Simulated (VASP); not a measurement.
# Si3As2 (P-6m2) in VASP: further runs, part 2 of 2

VASP 6.6.1. Earlier steps stand in the parts before.

## 3. Relaxation of cell and atoms, PBE

This run uses another cell than the first one, of 21.05 Å³/atom.

File INCAR:

```
PREC = Accurate ; ENCUT = 500
EDIFF = 1E-7 ; ISMEAR = 0
SIGMA = 0.2 ; LREAL = False
LASPH = True ; NELM = 120
ALGO = Normal ; ISIF = 3
LWAVE = False ; LCHARG = False
GGA = PE ; IBRION = 2
NSW = 36 ; EDIFFG = -0.08
GGA_COMPAT = False ; NELMIN = 4
```

File KPOINTS:

```
regular mesh
0
Gamma
  4 4 3
```

File POSCAR:

```
Si3As2
1.0
    4.8980321100      0.0000000000      0.0000000000
   -2.4490160600      4.2418202400      0.0000000000
    0.0000000000      0.0000000000      5.0652248200
Si As
3 2
Direct
    0.7942435800      0.2057564200      0.0000000000
    0.7942435800      0.5884871600      0.0000000000
    0.4115128400      0.2057564200      0.0000000000
    0.0000000000      0.0000000000      0.2612146100
    0.0000000000      0.0000000000      0.7387853900
```

Potentials or basis: VASP PAW PBE potentials, release 64 (Si, As).

Run with:

```console
cat potpaw_PBE.64/Si/POTCAR potpaw_PBE.64/As/POTCAR > POTCAR
mpirun -np 1 vasp_std > vasp.out
```

OUTCAR:

```text
PREC = Accurate
   ENCUT = 500
   EDIFF = 1E-7
   ISMEAR = 0
   LREAL = False
   LASPH = True
   NELM = 120
   ISIF = 3
   GGA = PE
   IBRION = 2
   NSW = 36
   EDIFFG = -0.08
   NELMIN = 4

 ion  position               nearest neighbor table
   1  0.794  0.206  0.000-   3 1.87   2 1.87   4 2.19   5 2.19   3 3.02   2 3.02
   2  0.794  0.588  0.000-   3 1.87   1 1.87   4 2.19   5 2.19   3 3.02   1 3.02
   3  0.412  0.206  0.000-   1 1.87   2 1.87   4 2.19   5 2.19   1 3.02   2 3.02
   4  0.000  0.000  0.261-   3 2.19   1 2.19   2 2.19   5 2.42   5 2.65
   5  0.000  0.000  0.739-   3 2.19   1 2.19   2 2.19   4 2.42   4 2.65

  LATTYP: Found a hexagonal cell.
 ALAT       =     4.8980321100
 C/A-ratio  =     1.0341346701

  Lattice vectors:

 A1 = (   4.8980321100,   0.0000000000,   0.0000000000)
 A2 = (  -2.4490160600,   4.2418202400,   0.0000000000)
 A3 = (   0.0000000000,   0.0000000000,   5.0652248200)

Analysis of symmetry for initial positions (statically):
=====================================================================
 Subroutine PRICEL returns:
 Original cell was already a primitive cell.

 Routine SETGRP: Setting up the symmetry group for a
 hexagonal supercell.

 Subroutine GETGRP returns: Found 12 space group operations
 (whereof 12 operations were pure point group operations)
 out of a pool of 24 trial point group operations.

The static configuration has the point symmetry D_3h.

Analysis of symmetry for dynamics (positions and initial velocities):
[... 163 lines left out ...]
      3      -5.2158      2.00000
      4      -2.7598      2.00000
      5      -2.1256      2.00000
      6      -2.1256      2.00000
      7       1.4058      2.00000
      8       1.4058      2.00000
      9       2.8890      2.00000
     10       2.8890      2.00000
     11       3.7568      2.00000
     12       5.6692      1.99828
     13       8.1414      0.00000
     14       8.1414      0.00000
[... 235 lines left out ...]
  FREE ENERGIE OF THE ION-ELECTRON SYSTEM (eV)
  ---------------------------------------------------
  free  energy   TOTEN  =       -20.8437912171 eV

  energy  without entropy=      -20.7970433494  energy(sigma->0) =      -20.82041728

[... ionic steps 4 to 23 ...]

--------------------------------------- Ionic step       24  -------------------------------------------

 number of electron      22.0000002 magnetization

------------------------ aborting loop because EDIFF is reached ----------------------------------------
[... 73 lines left out ...]
--------------------------------------- Ionic step       26  -------------------------------------------

 number of electron      22.0000008 magnetization

 Free energy of the ion-electron system (eV)
  ---------------------------------------------------
  ext. energy  EPLUGINS =         0.00000000
  ---------------------------------------------------
  free energy    TOTEN  =       -24.15112858 eV

  energy without entropy =      -24.14224678  energy(sigma->0) =      -24.14668768

 E-fermi :   1.4366     XC(G=0):  -6.7826

 val. band max:        1.1604683219   @ k =   0.5000   0.0000   0.3333
 cond. band min:       1.5590855343   @ k =   0.0000   0.0000   0.3333
 fundamental gap:      0.3986172124
 Fermi energy:         1.4366446311

 k-point     1 :       0.0000    0.0000    0.0000
  band No.  band energies     occupation
      1     -11.7632      2.00000
      2      -9.2844      2.00000
      3      -7.0581      2.00000
      4      -4.2893      2.00000
      5      -4.2893      2.00000
      6      -3.7691      2.00000
      7      -1.2263      2.00000
      8      -1.2263      2.00000
      9      -0.8011      2.00000
     10      -0.8011      2.00000
     11      -0.1197      2.00000
     12       2.0224      0.00003
     13       3.2078      0.00000
     14       3.7204      0.00000
[... 157 lines left out ...]
  FREE ENERGIE OF THE ION-ELECTRON SYSTEM (eV)
  ---------------------------------------------------
  free  energy   TOTEN  =       -24.1511285809 eV

  energy  without entropy=      -24.1422467823  energy(sigma->0) =      -24.14668768

 reached required accuracy - stopping structural energy minimisation
```

OSZICAR:

```text
N       E                     dE             d eps       ncg     rms          rms(c)
DAV:   1     0.872239154645E+02    0.87224E+02   -0.87614E+03   240   0.117E+03
DAV:   2    -0.137855328437E+02   -0.10101E+03   -0.99087E+02   296   0.188E+02
DAV:   3    -0.196055579219E+02   -0.58200E+01   -0.57185E+01   324   0.459E+01
[... 330 lines left out ...]
DAV:   6    -0.241511288106E+02   -0.18021E-05   -0.13153E-05   261   0.240E-02    0.375E-03
DAV:   7    -0.241511281046E+02    0.70608E-06   -0.34091E-06   303   0.103E-02    0.217E-03
DAV:   8    -0.241511283777E+02   -0.27314E-06   -0.42981E-07   262   0.453E-03    0.118E-03
DAV:   9    -0.241511285721E+02   -0.19442E-06   -0.30603E-07   246   0.371E-03    0.311E-04
DAV:  10    -0.241511285809E+02   -0.88019E-08   -0.32256E-08   176   0.135E-03
  26 F= -.24151129E+02 E0= -.24146688E+02  d E =-.449011E-02
```

CONTCAR:

```text
Si3As2
   1.00000000000000
     5.2368212724877150   -0.0000000000543952    0.0000000000000000
    -2.6184106416368063    4.5352202616370150   -0.0000000000000000
    -0.0000000000000000    0.0000000000000000    7.4341720945219185
  Si              As
     3     2
Direct
     0.8180702018513480    0.1819297981140151    0.0000000000000000
     0.8180702018577193    0.6361404037437044    0.0000000000000000
     0.3638595962909323    0.1819297981422806    0.0000000000000000
     0.0000000000000000    0.0000000000000000    0.2407224564008889
     0.0000000000000000    0.0000000000000000    0.7592775435991109

  0.00000000E+00  0.00000000E+00  0.00000000E+00
  0.00000000E+00  0.00000000E+00  0.00000000E+00
  0.00000000E+00  0.00000000E+00  0.00000000E+00
  0.00000000E+00  0.00000000E+00  0.00000000E+00
  0.00000000E+00  0.00000000E+00  0.00000000E+00
```

Wall time 8.6 min (1 thread of Intel Xeon 8259CL, shared host); peak memory 0.22 GiB.

Results:

* Free energy: -24.1511 eV
* Relaxed volume: 35.31 Å³/atom
* Relaxed cell: a = 5.237 Å, b = 5.237 Å, c = 7.434 Å, α = 90.00°, β = 90.00°, γ = 120.00°
* Space group after relaxing (to 0.1 Å): P-6m2 (No. 187)
* Energy gained by relaxing: 1662.4 meV/atom
* Ionic steps: 26
* Pressure after relaxing: 0.0 GPa
* Largest force after relaxing: 0.042 eV/Å
* Band gap on the k mesh: 0.40 eV (least direct gap 1.51 eV)

Forces on the atoms (eV/Å):
```
Si  -0.002  0.001  0.000
Si   0.000 -0.002  0.000
Si   0.002  0.001  0.000
As   0.000  0.000 -0.042
As   0.000  0.000  0.042
```

The path:
```
step  energy change (eV)  largest force (eV/Å)  pressure (GPa)  volume (Å³)
   1              0.0000                9.2882           50.68       105.24
   2             -4.8481                3.4383           -1.84       240.96
   3             -5.0048                3.3314           -1.41       229.69
   4             -5.1354                3.2575           -0.97       220.24
   5             -5.8072                2.3607            7.01       155.96
   6             -6.7951                1.7461           -5.02       194.62
   7             -6.9336                1.4144           -2.80       181.95
   8             -7.5315                1.1474           -1.83       171.66
   9             -6.1574                5.5424           15.87       141.26
  10             -7.7560                1.1997           -0.35       165.58
  11             -7.7269                1.3370            5.53       152.77
  12             -7.8805                0.6738            1.57       160.21
  13             -7.8857                0.7754            2.26       158.68
  14             -7.7819                2.9859            2.18       162.33
  15             -7.9579                0.8591            2.07       160.22
  16             -8.0901                0.7840           -0.93       170.29
  17             -8.0903                0.7804           -1.02       170.64
  18             -8.2092                0.3970           -0.90       172.25
  19             -8.2197                0.4584           -0.83       172.83
  20             -8.2801                0.3544            0.41       169.19
  21             -8.2808                0.3388            0.59       168.73
  22             -8.2888                0.4354           -0.06       171.38
  23             -8.2910                0.3105            0.13       170.53
  24             -8.3005                0.2179            0.11       172.20
  25             -8.3077                0.1039            0.08       175.17
  26             -8.3121                0.0425           -0.03       176.56
```

Final structure:
```
Si As
1.0
     5.23682    0.00000    0.00000
    -2.61841    4.53522    0.00000
     0.00000    0.00000    7.43417
Si As
3 2
Direct
  0.81807 0.18193 0.00000
  0.81807 0.63614 0.00000
  0.36386 0.18193 0.00000
  0.00000 0.00000 0.24072
  0.00000 0.00000 0.75928
```

Levels at points of the mesh, in eV from the valence-band top:
```tsv
k point	band 8	band 9	band 10	band 11	band 12	band 13	band 14	band 15
(0.00, 0.00, 0.00)	-2.39	-1.96	-1.96	-1.28	0.86	2.05	2.56	2.56
(0.50, 0.00, 0.00)	-2.18	-0.94	-0.69	-0.05	1.72	1.97	2.38	2.52
```

Caveat: the volume moved by over 15 % at a fixed basis, so the end points are rough; semilocal functionals underestimate gaps, and a narrow one can read as zero; this functional lacks dispersion, which binds layers or chains, so the pressure and a relaxed spacing across them are unreliable; the relaxation stopped at a loose force limit of 0.08 eV/Å, so its end isn't a converged minimum. A k mesh can miss the band edges.

The gap in the log of VASP goes by the Fermi energy; the results here count the filled bands.